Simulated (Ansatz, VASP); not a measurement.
## K2Au in VASP and in Ansatz

```
K Au
1.0
     4.50398    0.00000    0.00000
    -2.25199    3.90056    0.00000
     0.00000    0.00000    8.58659
K Au
2 1
Direct
  0.33333 0.66667 0.24261
  0.66667 0.33333 0.75739
  0.00000 0.00000 0.00000
```

Alike in both runs: functional PBE; k mesh 6 × 6 × 2; occupations gaussian, width 0.1 eV; no spin polarisation.

Ansatz relaxed the structure, and its values are those at the end. VASP's run is a single point on that final structure, the one shown.

|  | VASP | Ansatz |
| --- | --- | --- |
| version | VASP 6.6.1 | Ansatz 0.2.0 |
| potentials or method | VASP PAW PBE potentials, release 64 (K_sv, Au), cutoff 520 eV | scalar-relativistic, plane waves, PAW |
| valence electrons in the cell | 29 | 37 |

|  | VASP | Ansatz | Ansatz less VASP |
| --- | --- | --- | --- |
| gap on the k mesh at the Fermi level (eV) | none | none | - |
| pressure (GPa) | 0.2 | 0.2 | 0.00 |
| rms of the force components (eV/Å) | 0.005 | 0.007 | +0.0023 |

A gap of «none» marks a metal or a gap that the smearing closes. VASP's potentials hold 29 valence electrons a cell and Ansatz's 37, so a difference there can come from the potentials and not from the codes.

The k mesh is coarse, so the values compare programs but aren't converged. Spin-orbit coupling is off throughout.
